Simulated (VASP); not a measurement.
HfTi3O8, 12 atoms in the cell. Symmetry: Cmmm, No. 65, orthorhombic system. The conventional cell has a = 6.667 Å, b = 6.667 Å, c = 6.073 Å, α = 90.00°, β = 90.00°, γ = 90.00°. Within 2.6 Å of Hf (site symmetry mmm) lie 6 O at 1.99 to 2.04 Å. Ti (site symmetry mm2) has 6 O at 1.99 to 2.04 Å within 2.6 Å. Ti (site symmetry mmm) has 6 O at 1.99 to 2.04 Å within 2.6 Å. Within 2.6 Å of O (site symmetry m) lie 1 Hf at 1.99 Å and 2 Ti at 1.99 to 2.04 Å and 1 O at 2.59 Å. Within 2.6 Å of O (site symmetry m2m) lie 2 Ti at 1.99 Å and 1 Hf at 2.04 Å and 1 O at 2.59 Å. Within 2.6 Å of O (site symmetry m2m) lie 3 Ti at 1.99 to 2.04 Å and 1 O at 2.59 Å. 

| Item | Value |
| --- | --- |
| Program | VASP 6.6.1 |
| Task | single point |
| Functional | PBE |
| Potentials or basis | VASP PAW PBE potentials, release 64 (Hf_pv, Ti_sv, O) |
| Cutoff | 520 eV |
| k mesh | 4 × 4 × 4 |
| Occupations | gaussian, width 0.1 eV |
| Spin | collinear spin |
| Starting moments | [0.0, 1.0, 1.0, 1.0, 0.0, 0.0, 0.0, 0.0, 0.0, 0.0, 0.0, 0.0] μB |
| Dipole correction | no |
| Further INCAR settings | ALGO = Normal; EDIFF = 1e-06; NBANDS = 63 |

Potentials or basis: VASP PAW PBE potentials, release 64 (Hf_pv, Ti_sv, O).

Run with:

```sh
$ cat potpaw_PBE.64/Hf_pv/POTCAR potpaw_PBE.64/Ti_sv/POTCAR potpaw_PBE.64/O/POTCAR > POTCAR
$ mpirun -np 1 vasp_std > vasp.out
```

Hardware: 1 thread of Intel(R) Xeon(R) Platinum 8259CL CPU @ 2.50GHz (Skylake/Cascade Lake) (shared host).

Q: Estimate the wall time of this run.

A: Wall time 8.1 min on 1 thread of Intel(R) Xeon(R) Platinum 8259CL CPU @ 2.50GHz (Skylake/Cascade Lake) (shared host), peak memory 0.44 GiB. Counts: scf iterations 17, k points 21.
